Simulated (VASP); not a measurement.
# Al (Cm) in VASP: notebook, part 2 of 2

VASP 6.6.1. The steps go on from the part before.

### 5 Summary

```tsv
cell	further INCAR settings	gap on the mesh (eV)	pressure (GPa)	largest force (eV/Å)
as given, atomic positions A	ALGO = Fast; EDIFF = 1e-06; NBANDS = 14	none	2.2	1.89
as given, atomic positions B	ALGO = Fast; EDIFF = 1e-06; NBANDS = 14	none	11.5	7.56
as given, atomic positions C	ALGO = Fast; EDIFF = 1e-07; NBANDS = 14	none	2.9	2.10
```

Alike in all rows: task single point; level PBE+D3(BJ); potentials or basis VASP PAW PBE potentials, release 64 (Al); no spin polarisation; k mesh 18 × 18 × 4; cutoff (eV) 520; smearing gaussian 0.15 eV.

Caveats: forces of over 1 eV/Å act on the atoms, so gaps and moduli don't describe the material at rest; the stress differs along the axes, from 1 to 24 GPa (at least some runs); the stress differs along the axes, from -0 to 6 GPa (at least some runs).

Absolute energies hang on the potentials; compare differences alone.
